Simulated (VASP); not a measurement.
Set up this calculation in VASP 6.6.1, as the native input.

```yaml
Task: single point
Functional: r2SCAN
Potentials_or_basis: VASP PAW PBE potentials, release 64 (Ag, I)
Cutoff: 550 eV
k_mesh: 6 × 6 × 4
Occupations: gaussian, width 0.01 eV
Spin: no spin polarisation
Dipole_correction: no
Further_INCAR_settings: ALGO = Normal; EDIFF = 1e-06; NBANDS = 26
```

The system is AgI.

```
Ag I
1.0
     4.65087    0.00000    0.00000
    -2.32544    4.02777    0.00000
     0.00000    0.00000    7.71329
Ag I
2 2
Cartesian
  0.0000 2.6852 0.0157
  2.3254 1.3426 3.8724
  0.0000 2.6852 2.8768
  2.3254 1.3426 6.7334
```

This cell differs from its parent crystal: uniaxial z strain +1.5%.

One way to write it, as run:

POSCAR

```
AgI
1.0
    4.6508717364      0.0000000000      0.0000000000
   -2.3254358682      4.0277730735      0.0000000000
    0.0000000000      0.0000000000      7.7132860812
Ag I
2 2
Direct
    0.3333333333      0.6666666667      0.0020376146
    0.6666666667      0.3333333333      0.5020376146
    0.3333333333      0.6666666667      0.3729623854
    0.6666666667      0.3333333333      0.8729623854
```

INCAR.step1

```
SYSTEM = AgI
  PREC = Accurate
  ENCUT = 550
  ISMEAR = 0
  SIGMA = 0.01
  LREAL = .FALSE.
  LASPH = .TRUE.
  NELM = 120
  NBANDS = 26
  GGA = PE
  ALGO = Normal
  EDIFF = 1E-5
  LWAVE = .TRUE.
  LCHARG = .FALSE.
  GGA_COMPAT = .FALSE.
```

INCAR.step2

```
SYSTEM = AgI
  PREC = Accurate
  ENCUT = 550
  EDIFF = 1E-6
  ISMEAR = 0
  SIGMA = 0.01
  LREAL = .FALSE.
  LASPH = .TRUE.
  NELM = 120
  ALGO = Normal
  ISIF = 2
  LWAVE = .FALSE.
  LCHARG = .TRUE.
  METAGGA = R2SCAN
  LMIXTAU = .TRUE.
  LELF = .TRUE.
  LVHAR = .TRUE.
  NBANDS = 26
  ISTART = 1
  GGA_COMPAT = .FALSE.
```

KPOINTS

```
regular mesh
0
G
  6 6 4
  0 0 0
```

Potentials or basis: VASP PAW PBE potentials, release 64 (Ag, I).

The run is started by

```console
$ cat potpaw_PBE.64/Ag/POTCAR potpaw_PBE.64/I/POTCAR > POTCAR
$ cp INCAR.step1 INCAR
$ mpirun -np 1 vasp_std > vasp.out
$ cp INCAR.step2 INCAR
$ mpirun -np 1 vasp_std > vasp.out
```

It gave:

```yaml
Pressure: -0.5 GPa
Band_gap_on_the_k_mesh: 1.82 eV, direct
```

Caveat: the cell differs from its parent crystal (uniaxial z strain +1.5%); the PAW data sets were made with another functional, which shifts forces and pressure a little; spin-orbit coupling is left out, which moves the levels of the heavy elements.

Wall time 4 min on 1 thread of Intel(R) Xeon(R) Platinum 8259CL CPU @ 2.50GHz (Skylake/Cascade Lake), on a shared host, peak memory 0.33 GiB.
